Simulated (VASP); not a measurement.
A run of VASP 6.6.1 is set up as follows.

INCAR

```
SYSTEM = Pt
PREC     = Accurate       ! precision mode
ENCUT    = 520            ! plane-wave cutoff, eV
EDIFF    = 1E-6           ! SCF threshold, eV
ISMEAR   = 0              ! smearing method
SIGMA    = 0.15           ! smearing width, eV
LREAL    = .FALSE.        ! projectors in reciprocal space
LASPH    = .TRUE.         ! aspherical terms in the spheres
NELM     = 100            ! most SCF steps
ALGO     = Fast           ! electronic algorithm
ISIF     = 2              ! what is computed and relaxed
LWAVE    = .FALSE.        ! write WAVECAR
LCHARG   = .FALSE.        ! write CHGCAR
GGA      = PS             ! functional
NBANDS   = 11             ! bands
```

Contents of KPOINTS:

```
Automatic mesh
0
G
  20 20 20
  0 0 0
```

File POSCAR:

```
Pt
1.0
    0.0000000000      1.9799263750      1.9799263750
    1.9579000000      0.0220263750      1.9579000000
    1.9579000000      1.9579000000      0.0220263750
Pt
1
Direct
    0.0000000000      0.0000000000      0.0000000000
```

Potentials or basis: VASP PAW PBE potentials, release 64 (Pt).

Command:

```console
$ cat potpaw_PBE.64/Pt/POTCAR > POTCAR
$ mpirun -np 1 vasp_std > vasp.out
```

(1) Predict the band gap on the k mesh.

(2) Predict the pressure.

Answers

(1) zero (band 5 reaches 11.70 eV, above the bottom of band 6 at 9.41 eV).

(2) 0.3 GPa.

Caveat: the cell differs from its parent crystal (strain +0.0225 x Voigt [0, 0, 0, 1, 0, 0]); the PAW data sets were made with another functional, which shifts forces and pressure a little; spin-orbit coupling is left out, which moves the levels of the heavy elements.
